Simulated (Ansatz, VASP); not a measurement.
## Cu in VASP and in Ansatz

INCAR

```
SYSTEM = Cu
  PREC = Accurate
  ENCUT = 520
  EDIFF = 1E-7
  ISMEAR = 0
  SIGMA = 0.15
  LREAL = .FALSE.
  LASPH = .TRUE.
  NELM = 80
  ALGO = Fast
  ISIF = 2
  LWAVE = .FALSE.
  LCHARG = .FALSE.
  GGA = PS
  NBANDS = 12
```

The input KPOINTS:

```
regular mesh
0
G
  24 24 24
  0 0 0
```

Contents of POSCAR:

```
Cu
1.0
    0.0000000000      2.0969733036      1.3890351163
    2.0969733036      0.0000000000      1.3890351163
    2.0969733036      2.0969733036      0.0000000000
Cu
1
Direct
    0.0000000000      0.0000000000      0.0000000000
```

Input for Ansatz:

```yaml
crystal:
  lattice:
    - [0.0, 2.0969733036, 1.3890351163]
    - [2.0969733036, 0.0, 1.3890351163]
    - [2.0969733036, 2.0969733036, 0.0]
  atoms:
    - { symbol: Cu, position: [0.0, 0.0, 0.0] }
basis:
  ecutwfc: 520.0
kpoints:
  mp_grid: { grid: [24, 24, 24] }
hamiltonian:
  xc: pbesol
  pseudopotentials: { kind: paw, azcp: { folder: soft_1 } }
scf:
  occupations: { method: gaussian, width: 0.15 }
output:
  forces: true
  stress: true
  eigenvalues: true
```

Alike in both runs: task single point; functional PBEsol; k mesh 24 × 24 × 24; occupations gaussian, width 0.15 eV; no spin polarisation.

|  | VASP | Ansatz |
| --- | --- | --- |
| version | VASP 6.6.1 | Ansatz 0.2.0 |
| potentials or method | VASP PAW PBE potentials, release 64 (Cu), cutoff 520 eV | scalar-relativistic, plane waves, PAW |
| valence electrons in the cell | 11 | 19 |

VASP gave:

| Property | Result |
| --- | --- |
| gap on the k mesh at the Fermi level (eV) | none |
| pressure (GPa) | -9.2 |
| traceless stress, the component that is largest in VASP (GPa) | -0.13 |

Task: What did Ansatz give for the same quantities?

Result: gap on the k mesh at the Fermi level (eV): none; pressure (GPa): -10.0; traceless stress, the component that is largest in VASP (GPa): -0.15.

VASP's potentials were made for PBE, not for PBEsol, and Ansatz warns of the same on its side. A gap of «none» marks a metal or a gap that the smearing closes. VASP's potentials hold 11 valence electrons a cell and Ansatz's 19, so a difference there can come from the potentials and not from the codes.
